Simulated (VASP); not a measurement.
# CsLaS2 (R-3m) in VASP: a series of runs

The runs below take CsLaS2 through density of states, electric field gradients, with LDA.

Program: VASP 6.6.1. These are calculated values, not measurements. Logs are shortened: lines on timing, memory, paths and dates and some standing lists are left out, and cuts for length are marked.

### Step 1. The cell of the first run

The structure is trigonal, space group R-3m (No. 166). Conventional cell: a = 4.332 Å, b = 4.332 Å, c = 24.302 Å, α = 90.00°, β = 90.00°, γ = 120.00°. Within 4.7 Å of Cs (site symmetry -3m) lie 6 S at 3.56 Å and 6 Cs at 4.33 Å. La (site symmetry -3m) has 6 S at 2.93 Å within 3.9 Å. S (site symmetry 3m) has 3 La at 2.93 Å and 3 Cs at 3.56 Å within 3.9 Å.

### Step 2. Density of states, LDA

POSCAR reads:

```
CsLaS2
1.0
    2.1659806087      1.2505294875      8.1006467352
   -2.1659806087      1.2505294875      8.1006467352
    0.0000000000     -2.5010589750      8.1006467352
Cs La S
1 1 2
Direct
    0.0000000000      0.0000000000      0.0000000000
    0.5000000000      0.5000000000      0.5000000000
    0.2290855100      0.2290855100      0.2290855100
    0.7709144900      0.7709144900      0.7709144900
```

INCAR.step1 reads:

```
SYSTEM = CsLaS2
PREC = Accurate
ENCUT = 520
EDIFF = 1E-7
ISMEAR = -1
SIGMA = 0.03
LREAL = .False.
LASPH = .True.
NELM = 100
ALGO = Normal
ISIF = 2
LWAVE = .False.
LCHARG = .True.
LMAXMIX = 6
GGA = CA
NBANDS = 24
```

KPOINTS.step1 reads:

```
regular mesh
0
Gamma
  8 8 8
  0 0 0
```

INCAR.step2 reads:

```
SYSTEM = CsLaS2
PREC = Accurate
ENCUT = 520
EDIFF = 1E-7
ISMEAR = -5
SIGMA = 0.03
LREAL = .False.
LASPH = .True.
NELM = 100
ALGO = Normal
ISIF = 2
LWAVE = .False.
LCHARG = .False.
LMAXMIX = 6
GGA = CA
LORBIT = 11
NBANDS = 24
NEDOS = 1001
ICHARG = 11
```

KPOINTS.step2 reads:

```
regular mesh
0
Gamma
  12 12 12
  0 0 0
```

Potentials or basis: VASP PAW LDA potentials, release 64 (Cs_sv, La, S).

Command:

```
$ cat potpaw_LDA.64/Cs_sv/POTCAR potpaw_LDA.64/La/POTCAR potpaw_LDA.64/S/POTCAR > POTCAR
$ cp INCAR.step1 INCAR
$ cp KPOINTS.step1 KPOINTS
$ mpirun -np 1 vasp_std > vasp.out
$ cp INCAR.step2 INCAR
$ cp KPOINTS.step2 KPOINTS
$ mpirun -np 1 vasp_std > vasp.out
```

OUTCAR:

```text
SYSTEM = CsLaS2
   PREC = Accurate
   ENCUT = 520
   EDIFF = 1E-7
   ISMEAR = -5
   LREAL = .False.
   LASPH = .True.
   NELM = 100
   ISIF = 2
   GGA = CA
   LORBIT = 11
   ICHARG = 11

 ion  position               nearest neighbor table
   1  0.000  0.000  0.000-
   2  0.500  0.500  0.500-   3 2.93   3 2.93   4 2.93   4 2.93   3 2.93   4 2.93
   3  0.229  0.229  0.229-   2 2.93   2 2.93   2 2.93
   4  0.771  0.771  0.771-   2 2.93   2 2.93   2 2.93

  LATTYP: Found a trigonal (rhomboedric) cell.
 ALAT       =     8.4779580988
 COS(alpha) =     0.8694560972

  Lattice vectors:

 A1 = (   2.1659806087,   1.2505294875,   8.1006467352)
 A2 = (  -2.1659806087,   1.2505294875,   8.1006467352)
 A3 = (   0.0000000000,  -2.5010589750,   8.1006467352)

Analysis of symmetry for initial positions (statically):
=====================================================================
 Subroutine PRICEL returns:
 Original cell was already a primitive cell.

 Routine SETGRP: Setting up the symmetry group for a
 trigonal (rhombohedral) supercell.

 Subroutine GETGRP returns: Found 12 space group operations
 (whereof 12 operations were pure point group operations)
 out of a pool of 12 trial point group operations.

The static configuration has the point symmetry D_3d.

Analysis of symmetry for dynamics (positions and initial velocities):
=====================================================================
 Subroutine PRICEL returns:
 Original cell was already a primitive cell.

 Routine SETGRP: Setting up the symmetry group for a
 trigonal (rhombohedral) supercell.

 Subroutine GETGRP returns: Found 12 space group operations
 (whereof 12 operations were pure point group operations)
 out of a pool of 12 trial point group operations.

The dynamic configuration has the point symmetry D_3d.

 Subroutine INISYM returns: Found 12 space group operations
 (whereof 12 operations are pure point group operations),
 and found     1 'primitive' translations

----------------------------------------------------------------------------------------

                                     Primitive cell

  volume of cell :     131.6496

  direct lattice vectors                    reciprocal lattice vectors
     2.165980609  1.250529487  8.100646735     0.230842325  0.133276879  0.041148978
    -2.165980609  1.250529487  8.100646735    -0.230842325  0.133276879  0.041148978
     0.000000000 -2.501058975  8.100646735     0.000000000 -0.266553757  0.041148978

  length of vectors
     8.477958099  8.477958099  8.477958099     0.269711223  0.269711223  0.269711223

  position of ions in fractional coordinates (direct lattice)
     0.000000000  0.000000000  0.000000000
     0.500000000  0.500000000  0.500000000
     0.229085510  0.229085510  0.229085510
     0.770914490  0.770914490  0.770914490

  ion indices of the primitive-cell ions
   primitive index   ion index
                 1           1
                 2           2
                 3           3
                 4           4

----------------------------------------------------------------------------------------

 KPOINTS: regular mesh

Automatic generation of k-mesh.
 Grid dimensions read from file:
 generate k-points for:   12   12   12

 Generating k-lattice:

  Cartesian coordinates                     Fractional coordinates (reciprocal lattice)
     0.019236860  0.011106407  0.003429081     0.083333333  0.000000000  0.000000000
    -0.019236860  0.011106407  0.003429081     0.000000000  0.083333333  0.000000000
     0.000000000 -0.022212813  0.003429081     0.000000000  0.000000000  0.083333333

  Length of vectors
     0.022475935  0.022475935  0.022475935

  Shift w.r.t. Gamma in fractional coordinates (k-lattice)
     0.000000000  0.000000000  0.000000000

 TETIRR: Found    864 inequivalent tetrahedra from    10368

 Subroutine IBZKPT returns following result:
 ===========================================

 Found    189 irreducible k-points:

 Following reciprocal coordinates:
            Coordinates               Weight
  0.000000  0.000000  0.000000      1.000000
  0.083333  0.000000 -0.000000      6.000000
  0.166667 -0.000000 -0.000000      6.000000
  0.250000  0.000000  0.000000      6.000000
  0.333333 -0.000000  0.000000      6.000000
  0.416667 -0.000000  0.000000      6.000000
[... 16 lines left out ...]
  0.500000  0.166667 -0.000000     12.000000
 -0.416667  0.166667  0.000000     12.000000
 [... further k-points ...]
   k-points           NKPTS =    189   k-points in BZ     NKDIM =    189   number of bands    NBANDS=     24
   number of dos      NEDOS =   1001   number of ions     NIONS =      4
   total plane-waves  NPLWV = 262144
   dimension x,y,z NGX =    64 NGY =   64 NGZ =   64
   dimension x,y,z NGXF=   128 NGYF=  128 NGZF=  128
   ions per type =               1   1   2
   NGX,Y,Z   is equivalent  to a cutoff of  12.55, 12.55, 12.55 a.u.
   NGXF,Y,Z  is equivalent  to a cutoff of  25.10, 25.10, 25.10 a.u.
 SYSTEM =  CsLaS2
   PREC   = accura    normal or accurate (medium, high low for compatibility)
   ISTART =      0    job   : 0-new  1-cont  2-samecut
   ICHARG =     11    charge: 1-file 2-atom 10-const
   ISPIN  =      1    spin polarized calculation?
   LNONCOLLINEAR =      F non collinear calculations
   LSORBIT =      F    spin-orbit coupling
   LASPH  =      T    aspherical Exc in radial PAW
   ENCUT  =  520.0 eV  38.22 Ry    6.18 a.u.  15.76 15.76 15.76*2*pi/ulx,y,z
   NELM   =    100;   NELMIN=  2; NELMDL=  0     # of ELM steps
   EDIFF  = 0.1E-06   stopping-criterion for ELM
   LREAL  =      F    real-space projection
   EDIFFG = 0.1E-05   stopping-criterion for IOM
   NSW    =      0    number of steps for IOM
   IBRION =     -1    ionic relax: 0-MD 1-quasi-New 2-CG
   NFREE  =      0    steps in history (QN), initial steepest desc. (CG)
   ISIF   =      2    stress and relaxation
   ISYM   =      2    0-nonsym 1-usesym 2-fastsym
   POTIM  = 0.5000    time-step for ionic-motion
   TEBEG  =    0.0;   TEEND  =   0.0 temperature during run
   PSTRESS=    0.0 pullay stress
   NELECT =      32.0000    total number of electrons
   NUPDOWN=      -1.0000    fix difference up-down
   EMIN   =  10.00;   EMAX   =-10.00  energy-range for DOS
   EFERMI =   0.00;   METHOD = LEGACY
   ISMEAR =    -5;   SIGMA  =   0.03  broadening in eV -4-tet -1-fermi 0-gaus
   EFERMI_NEDOS =   21; number of points for ismear=-14 and -15
   IALGO  =     38    algorithm
   IMIX   =      4    mixing-type and parameters
     AMIX     =   0.40;   BMIX     =  1.00
     AMIX_MAG =   1.60;   BMIX_MAG =  1.00
  volume/ion in A,a.u.               =      32.91       222.10
  Fermi-wavevector in a.u.,A,eV,Ry     =   1.021688  1.930711 14.202395  1.043847
  Thomas-Fermi vector in A             =   2.155326
   LORBIT       =     11    0 simple, 1 ext, 2 COOP (PROOUT), +10 PAW based schemes
   GGA     = CA    functional components
   LHFCALC =     F    Hartree Fock is set to
   AEXX    =    0.0000 exact exchange contribution
   IVDW    =     0    specifies the selected vdW correction
   LEPSILON=     F    determine dielectric tensor
   LRPA    =     F    only Hartree local field effects (RPA)
 non-spin polarized calculation
 Fermi weights with tetrahedron method with Bloechl corrections
  energy-cutoff  :      520.00
  volume of cell :      131.65
 maximum number of plane-waves:      3564

 number of electron      31.9999999 magnetization

 Free energy of the ion-electron system (eV)
  ---------------------------------------------------
  ext. energy  EPLUGINS =         0.00000000
  ---------------------------------------------------
  free energy    TOTEN  =       -23.54843303 eV

  energy without entropy =      -23.54843303  energy(sigma->0) =      -23.54843303

 E-fermi :   2.5099     XC(G=0):  -8.9056

 val. band max:        2.4964052429   @ k =   0.0000   0.0000   0.0000
 cond. band min:       4.7942701071   @ k =   0.5000   0.5000   0.0000
 fundamental gap:      2.2978648642
 Fermi energy:         2.5098542001

 k-point     1 :       0.0000    0.0000    0.0000
  band No.  band energies     occupation
      1     -28.3452      2.00000
      2     -18.0957      2.00000
      3     -12.3979      2.00000
      4     -11.9699      2.00000
      5     -11.9699      2.00000
      6      -7.9763      2.00000
[... 16 lines left out ...]
     23       6.3470      0.00000
     24       6.3482      0.00000

 k-point     2 :       0.0833    0.0000   -0.0000
  band No.  band energies     occupation
      1     -28.3432      2.00000
      2     -18.0899      2.00000
      3     -12.3844      2.00000
      4     -12.0163      2.00000
      5     -11.9765      2.00000
      6      -7.9224      2.00000
[... 16 lines left out ...]
     23       6.3279      0.00000
     24       6.3889      0.00000

 k-point     3 :       0.1667   -0.0000   -0.0000
  band No.  band energies     occupation
      1     -28.3379      2.00000
      2     -18.0738      2.00000
      3     -12.3479      2.00000
      4     -12.1359      2.00000
      5     -11.9945      2.00000
      6      -7.7856      2.00000
[... 16 lines left out ...]
     23       6.3355      0.00000
     24       6.4163      0.00000

 k-point     4 :       0.2500    0.0000    0.0000
  band No.  band energies     occupation
      1     -28.3307      2.00000
      2     -18.0517      2.00000
      3     -12.3256      2.00000
      4     -12.2577      2.00000
      5     -12.0188      2.00000
      6      -7.6758      2.00000
[... 16 lines left out ...]
     23       6.2585      0.00000
     24       6.4207      0.00000

 k-point     5 :       0.3333   -0.0000    0.0000
  band No.  band energies     occupation
      1     -28.3234      2.00000
      2     -18.0293      2.00000
      3     -12.4437      2.00000
      4     -12.2254      2.00000
      5     -12.0429      2.00000
      6      -7.7449      2.00000
[... 16 lines left out ...]
     23       6.2659      0.00000
     24       6.4298      0.00000

 k-point     6 :       0.4167   -0.0000    0.0000
  band No.  band energies     occupation
      1     -28.3181      2.00000
      2     -18.0128      2.00000
      3     -12.5401      2.00000
      4     -12.1844      2.00000
      5     -12.0604      2.00000
      6      -7.8357      2.00000
[... 16 lines left out ...]
     23       6.2723      0.00000
     24       6.4392      0.00000
[... 379 lines left out ...]
 k-point    21 :       0.3333    0.1667    0.0000
  band No.  band energies     occupation
      1     -28.3270      2.00000
      2     -18.0405      2.00000
      3     -12.3330      2.00000
      4     -12.2720      2.00000
      5     -12.0594      2.00000
      6      -7.5625      2.00000
[... 16 lines left out ...]
     23       6.2851      0.00000
     24       6.6327      0.00000

 k-point    22 :       0.4167    0.1667    0.0000
  band No.  band energies     occupation
      1     -28.3207      2.00000
      2     -18.0211      2.00000
      3     -12.4285      2.00000
      4     -12.2278      2.00000
      5     -12.1064      2.00000
      6      -7.6279      2.00000
[... 16 lines left out ...]
     23       6.2768      0.00000
     24       6.6175      0.00000

 k-point    23 :       0.5000    0.1667   -0.0000
  band No.  band energies     occupation
      1     -28.3161      2.00000
      2     -18.0067      2.00000
      3     -12.4941      2.00000
      4     -12.1929      2.00000
      5     -12.1436      2.00000
      6      -7.7029      2.00000
[... 16 lines left out ...]
     23       6.2787      0.00000
     24       6.6056      0.00000

 k-point    24 :      -0.4167    0.1667    0.0000
  band No.  band energies     occupation
      1     -28.3144      2.00000
      2     -18.0015      2.00000
      3     -12.5173      2.00000
      4     -12.1760      2.00000
      5     -12.1614      2.00000
      6      -7.7282      2.00000
[... 16 lines left out ...]
     23       6.2797      0.00000
     24       6.6179      0.00000

 [... further k-points ...]

------------------------ aborting loop because EDIFF is reached ----------------------------------------

  FORCE on cell =-STRESS in cart. coord.  units (eV):
  Direction    XX          YY          ZZ          XY          YZ          ZX
  --------------------------------------------------------------------------------------
  -------------------------------------------------------------------------------------
  Total       -2.4254317     -2.4254317     -2.7404296      0.0000000      0.0000000      0.0000000
  in kB      -29.5175418    -29.5175418    -33.3510715      0.0000000      0.0000000      0.0000000
  external PRESSURE =     -30.7953850 kB  Pullay stress =       0.0000000 kB

 VOLUME and BASIS-vectors are now :
 -----------------------------------------------------------------------------
  energy-cutoff  :      520.00
  volume of cell :      131.65
      direct lattice vectors                 reciprocal lattice vectors
     2.165980609  1.250529487  8.100646735     0.230842325  0.133276879  0.041148978
    -2.165980609  1.250529487  8.100646735    -0.230842325  0.133276879  0.041148978
     0.000000000 -2.501058975  8.100646735     0.000000000 -0.266553757  0.041148978

 POSITION                                       TOTAL-FORCE (eV/Angst)
 -----------------------------------------------------------------------------------
      0.00000      0.00000      0.00000         0.000000      0.000000      0.000000
      0.00000      0.00000     12.15097        -0.000000      0.000000      0.000000
      0.00000      0.00000      5.56722         0.000000     -0.000000     -0.179631
      0.00000      0.00000     18.73472         0.000000      0.000000      0.179631
 -----------------------------------------------------------------------------------
    total drift:                                0.000000      0.000000      0.000000

  FREE ENERGIE OF THE ION-ELECTRON SYSTEM (eV)
  ---------------------------------------------------
  free  energy   TOTEN  =       -23.5484330304 eV

  energy  without entropy=      -23.5484330304  energy(sigma->0) =      -23.54843303

 total charge

# of ion       s       p       d       f       tot
--------------------------------------------------
    1        1.831   4.676   0.044   0.000   6.551
    2        2.031   5.664   0.583   0.186   8.462
    3        1.326   2.406   0.000   0.000   3.732
    4        1.326   2.406   0.000   0.000   3.732
--------------------------------------------------
tot          6.514  15.152   0.626   0.186  22.478
```

It took 28 min on 1 thread of Intel Xeon Platinum 8488C (Sapphire Rapids), shared host; peak memory 0.9 GiB.

What came out:

```yaml
Valence_electrons_inside_the_program's_atomic_spheres: Cs 6.55; La 8.46; S 3.73
```

Caveat: spin-orbit coupling is left out, which moves the levels of the heavy elements.

(Continued in part 2 of 2.)
